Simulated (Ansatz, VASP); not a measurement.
## One calculation of TiGe8Mo3, two programs

File INCAR:

```
PREC     = Accurate       # precision mode
ENCUT    = 520            # plane-wave cutoff, eV
EDIFF    = 1E-7           # SCF threshold, eV
ISMEAR   = 0              # smearing method
SIGMA    = 0.2            # smearing width, eV
LREAL    = False          # projectors in reciprocal space
LASPH    = True           # aspherical terms in the spheres
NELM     = 80             # most SCF steps
ALGO     = Normal         # electronic algorithm
ISIF     = 2              # what is computed and relaxed
LWAVE    = False          # write WAVECAR
LCHARG   = False          # write CHGCAR
GGA      = PE             # functional
NBANDS   = 95             # bands
```

The input KPOINTS:

```
regular mesh
0
Gamma
  4 4 4
```

Contents of POSCAR:

```
TiGe8Mo3
1.0
    0.0000000000      0.0000000000      4.9038346808
    4.3599973472     -4.4042360843      0.0000000000
    4.3599973472      4.4042360843      0.0000000000
Ti Ge Mo
1 8 3
Direct
    0.5000000000      0.0000000000      1.0000000000
    0.0000000000      0.8395069844      0.8395069844
    0.5000000000      0.3390268752      0.3390268752
    0.2487031206      0.6637863453      0.1628888297
    0.7512968794      0.1628888297      0.6637863453
    0.2487031206      0.3362136547      0.8371111703
    0.7512968794      0.8371111703      0.3362136547
    0.0000000000      0.1604930156      0.1604930156
    0.5000000000      0.6609731248      0.6609731248
    0.0000000000      0.5000000000      0.5000000000
    0.2671699628      1.0000000000      0.5000000000
    0.7328300372      0.5000000000      1.0000000000
```

Input for Ansatz:

```yaml
crystal:
  lattice:
    - [0.0, 0.0, 4.9038346808]
    - [4.3599973472, -4.4042360843, 0.0]
    - [4.3599973472, 4.4042360843, 0.0]
  atoms:
    - { symbol: Ti, position: [0.5, 0.0, 1.0] }
    - { symbol: Ge, position: [0.0, 0.8395069844, 0.8395069844] }
    - { symbol: Ge, position: [0.5, 0.3390268752, 0.3390268752] }
    - { symbol: Ge, position: [0.2487031206, 0.6637863453, 0.1628888297] }
    - { symbol: Ge, position: [0.7512968794, 0.1628888297, 0.6637863453] }
    - { symbol: Ge, position: [0.2487031206, 0.3362136547, 0.8371111703] }
    - { symbol: Ge, position: [0.7512968794, 0.8371111703, 0.3362136547] }
    - { symbol: Ge, position: [0.0, 0.1604930156, 0.1604930156] }
    - { symbol: Ge, position: [0.5, 0.6609731248, 0.6609731248] }
    - { symbol: Mo, position: [0.0, 0.5, 0.5] }
    - { symbol: Mo, position: [0.2671699628, 1.0, 0.5] }
    - { symbol: Mo, position: [0.7328300372, 0.5, 1.0] }
basis:
  ecutwfc: 420
kpoints:
  mp_grid: { grid: [4, 4, 4] }
hamiltonian:
  xc: pbe
scf:
  occupations: { method: gaussian, width: 0.2 }
  lower_state_search: "off"
output:
  forces: true
  stress: true
  eigenvalues: true
```

Alike in both runs: task single point; functional PBE; k mesh 4 × 4 × 4; occupations gaussian, width 0.2 eV; no spin polarisation.

|  | VASP | Ansatz |
| --- | --- | --- |
| version | VASP 6.6.1 | Ansatz 0.2.0 |
| potentials or method | VASP PAW PBE potentials, release 64 (Ti_sv, Ge_d, Mo_sv), cutoff 520 eV | scalar-relativistic, plane waves, PAW |
| valence electrons in the cell | 166 | 166 |

Ansatz gave:

* gap on the k mesh at the Fermi level (eV): none
* pressure (GPa): 0.0
* traceless stress, the component that is largest in VASP (GPa): -0.29
* rms of the force components (eV/Å): 0.013

Question: Estimate VASP's values.

Answer: gap on the k mesh at the Fermi level (eV): none; pressure (GPa): 0.2; traceless stress, the component that is largest in VASP (GPa): -0.28; rms of the force components (eV/Å): 0.014.

Atom by atom the forces differ by 0.002 eV/Å (rms over components). A gap of «none» marks a metal or a gap that the smearing closes. With one functional, cell and mesh, what is left measures potentials, basis and numerics.
